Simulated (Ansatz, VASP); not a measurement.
**SnO in VASP and in Ansatz**

```
Sn O
1.0
     4.08800   -0.00002    0.00000
     0.00002    4.08800    0.00000
     0.00000    0.00000   30.63492
Sn O
2 2
Direct
  0.75000 0.25000 0.46452
  0.25000 0.75000 0.53548
  0.25000 0.25000 0.50000
  0.75000 0.75000 0.50000
```

Change from the starting cell: biaxial strain +0.070, atoms relaxed.

Alike in both runs: functional PBE; dispersion D3(BJ); k mesh 6 × 6 × 1; occupations gaussian, width 0.02 eV; no spin polarisation.

Ansatz relaxed the structure, and its values are those at the end. VASP's run is a single point on that final structure, the one shown.

|  | VASP | Ansatz |
| --- | --- | --- |
| version | VASP 6.6.1 | Ansatz 0.2.0 |
| potentials or method | VASP PAW PBE potentials, release 64 (Sn_d, O), cutoff 520 eV | scalar-relativistic, plane waves, PAW |
| valence electrons in the cell | 40 | 40 |

```csv
,VASP,Ansatz,Ansatz less VASP
gap on the k mesh at the Fermi level (eV),2.14,2.19,+0.049
least direct gap on the mesh (eV),2.17,2.22,+0.046
rms of the force components (eV/Å),0.022,0.002,-0.0201
```

Ansatz's warnings: stress scf threshold loose, structure snapped to symmetry, xc potential rough in thin density.
